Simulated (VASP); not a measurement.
# Ru2Rh (P4/mmm) in VASP: single point with PBE

Aim: the single point of Ru2Rh with PBE.

Program: VASP 6.6.1. These are calculated values, not measurements. Logs are shortened: lines on timing, memory, paths and dates and some standing lists are left out, and cuts for length are marked.

### Step 1. The cell of the first run

The structure is tetragonal, space group P4/mmm (No. 123). Conventional cell: a = 2.710 Å, b = 2.710 Å, c = 6.085 Å, α = 90.00°, β = 90.00°, γ = 90.00°. Within 3.0 Å of Ru (site symmetry 4mm) lie 5 Ru at 2.25 to 2.71 Å and 4 Rh at 2.71 Å. Within 3.6 Å of Rh (site symmetry 4/mmm) lie 4 Rh at 2.71 Å and 8 Ru at 2.71 Å.

The cell was generated, and may not be a known phase.

### Step 2. Single point, PBE

Contents of INCAR:

```
SYSTEM = Ru2Rh
  PREC = Accurate
  ENCUT = 620
  EDIFF = 1E-6
  ISMEAR = 0
  SIGMA = 0.1
  LREAL = .FALSE.
  LASPH = .TRUE.
  NELM = 120
  ALGO = Normal
  ISIF = 2
  LWAVE = .FALSE.
  LCHARG = .FALSE.
  GGA = PE
  NBANDS = 32
  GGA_COMPAT = .FALSE.
```

Contents of KPOINTS:

```
regular mesh
0
G
  6 6 4
  0 0 0
```

Contents of POSCAR:

```
Ru2Rh
1.0
    2.7095439407      0.0000000000      0.0000000000
    0.0000000000      2.7095439407      0.0000000000
    0.0000000000      0.0000000000      6.0848007819
Ru Rh
2 1
Direct
    0.5000000000      0.5000000000      0.3154540710
    0.5000000000      0.5000000000      0.6845459290
    0.0000000000      0.0000000000      0.0000000000
```

Potentials or basis: VASP PAW PBE potentials, release 64 (Ru_sv, Rh_sv_GW).

The run is started by

```bash
$ cat potpaw_PBE.64/Ru_sv/POTCAR potpaw_PBE.64/Rh_sv_GW/POTCAR > POTCAR
$ mpirun -np 1 vasp_std > vasp.out
```

OUTCAR:

```text
SYSTEM = Ru2Rh
   PREC = Accurate
   ENCUT = 620
   EDIFF = 1E-6
   ISMEAR = 0
   LREAL = .FALSE.
   LASPH = .TRUE.
   NELM = 120
   ISIF = 2
   GGA = PE

 ion  position               nearest neighbor table
   1  0.500  0.500  0.315-   2 2.25   3 2.71   3 2.71   3 2.71   3 2.71
   2  0.500  0.500  0.685-   1 2.25   3 2.71   3 2.71   3 2.71   3 2.71
   3  0.000  0.000  0.000-   1 2.71   2 2.71   1 2.71   2 2.71   1 2.71   2 2.71   1 2.71   2 2.71

  LATTYP: Found a simple tetragonal cell.
 ALAT       =     2.7095439407
 C/A-ratio  =     2.2456918637

  Lattice vectors:

 A1 = (   2.7095439407,   0.0000000000,   0.0000000000)
 A2 = (   0.0000000000,   2.7095439407,   0.0000000000)
 A3 = (   0.0000000000,   0.0000000000,   6.0848007819)

Analysis of symmetry for initial positions (statically):
=====================================================================
 Subroutine PRICEL returns:
 Original cell was already a primitive cell.

 Routine SETGRP: Setting up the symmetry group for a
 simple tetragonal supercell.

 Subroutine GETGRP returns: Found 16 space group operations
 (whereof 16 operations were pure point group operations)
 out of a pool of 16 trial point group operations.

The static configuration has the point symmetry D_4h.

Analysis of symmetry for dynamics (positions and initial velocities):
=====================================================================
 Subroutine PRICEL returns:
 Original cell was already a primitive cell.

 Routine SETGRP: Setting up the symmetry group for a
 simple tetragonal supercell.

 Subroutine GETGRP returns: Found 16 space group operations
 (whereof 16 operations were pure point group operations)
 out of a pool of 16 trial point group operations.

The dynamic configuration has the point symmetry D_4h.

 Subroutine INISYM returns: Found 16 space group operations
 (whereof 16 operations are pure point group operations),
 and found     1 'primitive' translations

----------------------------------------------------------------------------------------

                                     Primitive cell

  volume of cell :      44.6723

  direct lattice vectors                    reciprocal lattice vectors
     2.709543941  0.000000000  0.000000000     0.369065799  0.000000000  0.000000000
     0.000000000  2.709543941  0.000000000     0.000000000  0.369065799  0.000000000
     0.000000000  0.000000000  6.084800782     0.000000000  0.000000000  0.164343918

  length of vectors
     2.709543941  2.709543941  6.084800782     0.369065799  0.369065799  0.164343918

  position of ions in fractional coordinates (direct lattice)
     0.500000000  0.500000000  0.315454071
     0.500000000  0.500000000  0.684545929
     0.000000000  0.000000000  0.000000000

  ion indices of the primitive-cell ions
   primitive index   ion index
                 1           1
                 2           2
                 3           3

----------------------------------------------------------------------------------------

 KPOINTS: regular mesh

Automatic generation of k-mesh.
 Grid dimensions read from file:
 generate k-points for:    6    6    4

 Generating k-lattice:

  Cartesian coordinates                     Fractional coordinates (reciprocal lattice)
     0.061510967  0.000000000  0.000000000     0.166666667  0.000000000  0.000000000
     0.000000000  0.061510967  0.000000000     0.000000000  0.166666667  0.000000000
     0.000000000  0.000000000  0.041085979     0.000000000  0.000000000  0.250000000

  Length of vectors
     0.061510967  0.061510967  0.041085979

  Shift w.r.t. Gamma in fractional coordinates (k-lattice)
     0.000000000  0.000000000  0.000000000

 Subroutine IBZKPT returns following result:
 ===========================================

 Found     30 irreducible k-points:

 Following reciprocal coordinates:
            Coordinates               Weight
  0.000000  0.000000  0.000000      1.000000
  0.166667  0.000000  0.000000      4.000000
  0.333333  0.000000  0.000000      4.000000
  0.500000  0.000000  0.000000      2.000000
  0.166667  0.166667  0.000000      4.000000
  0.333333  0.166667  0.000000      8.000000
[... 16 lines left out ...]
  0.333333  0.000000  0.500000      4.000000
  0.500000  0.000000  0.500000      2.000000
 [... further k-points ...]
   k-points           NKPTS =     30   k-points in BZ     NKDIM =     30   number of bands    NBANDS=     32
   number of dos      NEDOS =    301   number of ions     NIONS =      3
   total plane-waves  NPLWV =  28800
   dimension x,y,z NGX =    24 NGY =   24 NGZ =   50
   dimension x,y,z NGXF=    48 NGYF=   48 NGZF=  100
   ions per type =               2   1
   NGX,Y,Z   is equivalent  to a cutoff of  14.73, 14.73, 13.66 a.u.
   NGXF,Y,Z  is equivalent  to a cutoff of  29.45, 29.45, 27.32 a.u.
 SYSTEM =  Ru2Rh
   PREC   = accura    normal or accurate (medium, high low for compatibility)
   ISTART =      0    job   : 0-new  1-cont  2-samecut
   ICHARG =      2    charge: 1-file 2-atom 10-const
   ISPIN  =      1    spin polarized calculation?
   LNONCOLLINEAR =      F non collinear calculations
   LSORBIT =      F    spin-orbit coupling
   LASPH  =      T    aspherical Exc in radial PAW
   ENCUT  =  620.0 eV  45.57 Ry    6.75 a.u.   5.50  5.50 12.35*2*pi/ulx,y,z
   NELM   =    120;   NELMIN=  2; NELMDL= -5     # of ELM steps
   EDIFF  = 0.1E-05   stopping-criterion for ELM
   LREAL  =      F    real-space projection
   EDIFFG = 0.1E-04   stopping-criterion for IOM
   NSW    =      0    number of steps for IOM
   IBRION =     -1    ionic relax: 0-MD 1-quasi-New 2-CG
   NFREE  =      0    steps in history (QN), initial steepest desc. (CG)
   ISIF   =      2    stress and relaxation
   ISYM   =      2    0-nonsym 1-usesym 2-fastsym
   POTIM  = 0.5000    time-step for ionic-motion
   TEBEG  =    0.0;   TEEND  =   0.0 temperature during run
   PSTRESS=    0.0 pullay stress
   NELECT =      49.0000    total number of electrons
   NUPDOWN=      -1.0000    fix difference up-down
   EMIN   =  10.00;   EMAX   =-10.00  energy-range for DOS
   EFERMI =   0.00;   METHOD = LEGACY
   ISMEAR =     0;   SIGMA  =   0.10  broadening in eV -4-tet -1-fermi 0-gaus
   EFERMI_NEDOS =   21; number of points for ismear=-14 and -15
   IALGO  =     38    algorithm
   IMIX   =      4    mixing-type and parameters
     AMIX     =   0.40;   BMIX     =  1.00
     AMIX_MAG =   1.60;   BMIX_MAG =  1.00
  volume/ion in A,a.u.               =      14.89       100.49
  Fermi-wavevector in a.u.,A,eV,Ry     =   1.688343  3.190505 38.783422  2.850501
  Thomas-Fermi vector in A             =   2.770666
   LORBIT       =      0    0 simple, 1 ext, 2 COOP (PROOUT), +10 PAW based schemes
   GGA     = PE    functional components
   LHFCALC =     F    Hartree Fock is set to
   AEXX    =    0.0000 exact exchange contribution
   IVDW    =     0    specifies the selected vdW correction
   LEPSILON=     F    determine dielectric tensor
   LRPA    =     F    only Hartree local field effects (RPA)
 non-spin polarized calculation
 Gauss-broadening in eV      SIGMA  =   0.10
  energy-cutoff  :      620.00
  volume of cell :       44.67
 maximum number of plane-waves:      1609
 NGX is ok and might be reduce to    24
   NGX = 11   NGY = 11   NGZ = 25

 number of electron      49.0000017 magnetization

 Free energy of the ion-electron system (eV)
  ---------------------------------------------------
  ext. energy  EPLUGINS =         0.00000000
  ---------------------------------------------------
  free energy    TOTEN  =       -23.77688705 eV

  energy without entropy =      -23.76186301  energy(sigma->0) =      -23.76937503

 E-fermi :  12.2981     XC(G=0): -13.5491

 val. band max:       12.2694777288   @ k =   0.5000   0.5000   0.2500
 cond. band min:      12.3071122235   @ k =   0.1667   0.0000   0.2500
 fundamental gap:      0.0376344947
 Fermi energy:        12.2980823164

 k-point     1 :       0.0000    0.0000    0.0000
  band No.  band energies     occupation
      1     -66.3900      2.00000
      2     -60.8965      2.00000
      3     -60.6790      2.00000
      4     -34.3240      2.00000
      5     -34.0703      2.00000
      6     -34.0703      2.00000
[... 24 lines left out ...]
     31      25.6140      0.00000
     32      25.6140      0.00000

 k-point     2 :       0.1667    0.0000    0.0000
  band No.  band energies     occupation
      1     -66.3812      2.00000
      2     -60.8836      2.00000
      3     -60.6664      2.00000
      4     -34.3140      2.00000
      5     -34.1666      2.00000
      6     -34.0618      2.00000
[... 24 lines left out ...]
     31      22.9944      0.00000
     32      26.4936      0.00000

 k-point     3 :       0.3333    0.0000    0.0000
  band No.  band energies     occupation
      1     -66.3636      2.00000
      2     -60.8577      2.00000
      3     -60.6410      2.00000
      4     -34.3552      2.00000
      5     -34.2944      2.00000
      6     -34.0448      2.00000
[... 24 lines left out ...]
     31      19.1879      0.00000
     32      24.1274      0.00000

 k-point     4 :       0.5000    0.0000    0.0000
  band No.  band energies     occupation
      1     -66.3548      2.00000
      2     -60.8447      2.00000
      3     -60.6283      2.00000
      4     -34.4477      2.00000
      5     -34.2849      2.00000
      6     -34.0363      2.00000
[... 24 lines left out ...]
     31      17.6632      0.00000
     32      21.9571      0.00000

 k-point     5 :       0.1667    0.1667    0.0000
  band No.  band energies     occupation
      1     -66.3725      2.00000
      2     -60.8707      2.00000
      3     -60.6538      2.00000
      4     -34.3033      2.00000
      5     -34.1609      2.00000
      6     -34.1530      2.00000
[... 584 lines left out ...]
     31      23.2821      0.00000
     32      27.3723      0.00000

 k-point    22 :       0.1667    0.0000    0.5000
  band No.  band energies     occupation
      1     -66.3812      2.00000
      2     -60.8841      2.00000
      3     -60.6659      2.00000
      4     -34.3192      2.00000
      5     -34.1651      2.00000
      6     -34.0617      2.00000
[... 24 lines left out ...]
     31      23.2636      0.00000
     32      24.9601      0.00000

 k-point    23 :       0.3333    0.0000    0.5000
  band No.  band energies     occupation
      1     -66.3636      2.00000
      2     -60.8577      2.00000
      3     -60.6410      2.00000
      4     -34.3516      2.00000
      5     -34.2965      2.00000
      6     -34.0447      2.00000
[... 24 lines left out ...]
     31      20.4860      0.00000
     32      22.4237      0.00000

 k-point    24 :       0.5000    0.0000    0.5000
  band No.  band energies     occupation
      1     -66.3548      2.00000
      2     -60.8445      2.00000
      3     -60.6285      2.00000
      4     -34.4433      2.00000
      5     -34.2855      2.00000
      6     -34.0363      2.00000
[... 24 lines left out ...]
     31      17.6787      0.00000
     32      23.7772      0.00000

 [... further k-points ...]

------------------------ aborting loop because EDIFF is reached ----------------------------------------

  FORCE on cell =-STRESS in cart. coord.  units (eV):
  Direction    XX          YY          ZZ          XY          YZ          ZX
  --------------------------------------------------------------------------------------
  -------------------------------------------------------------------------------------
  Total       -0.0708658     -0.0708658     -0.0662388      0.0000000     -0.0000000      0.0000000
  in kB       -2.5416093     -2.5416093     -2.3756617      0.0000000     -0.0000000      0.0000000
  external PRESSURE =      -2.4862934 kB  Pullay stress =       0.0000000 kB

 VOLUME and BASIS-vectors are now :
 -----------------------------------------------------------------------------
  energy-cutoff  :      620.00
  volume of cell :       44.67
      direct lattice vectors                 reciprocal lattice vectors
     2.709543941  0.000000000  0.000000000     0.369065799  0.000000000  0.000000000
     0.000000000  2.709543941  0.000000000     0.000000000  0.369065799  0.000000000
     0.000000000  0.000000000  6.084800782     0.000000000  0.000000000  0.164343918

 POSITION                                       TOTAL-FORCE (eV/Angst)
 -----------------------------------------------------------------------------------
      1.35477      1.35477      1.91948        -0.000000      0.000000     -0.003128
      1.35477      1.35477      4.16533         0.000000     -0.000000      0.003128
      0.00000      0.00000      0.00000         0.000000      0.000000      0.000000
 -----------------------------------------------------------------------------------
    total drift:                                0.000000     -0.000000      0.000000

  FREE ENERGIE OF THE ION-ELECTRON SYSTEM (eV)
  ---------------------------------------------------
  free  energy   TOTEN  =       -23.7768870501 eV

  energy  without entropy=      -23.7618630096  energy(sigma->0) =      -23.76937503
```

Wall time 1.9 min (1 thread of AMD EPYC 7R43 (Zen 3), shared host); peak memory 0.17 GiB.

What came out:

| Property | Result |
| --- | --- |
| Free energy | -23.7769 eV |
| Pressure | -0.2 GPa |
| Largest force | 0.003 eV/Å |
| Band gap on the k mesh | zero (an odd number of electrons rules out a gap without spin polarisation) |

Forces on the atoms (eV/Å):
```
Ru   0.000  0.000 -0.003
Ru   0.000  0.000  0.003
Rh   0.000  0.000  0.000
```

Caveat: the k points lie up to 0.39 Å⁻¹ apart, too coarse for converged energies and pressures of a metal.

The gap in the log of VASP goes by the Fermi energy; the results here count the filled bands.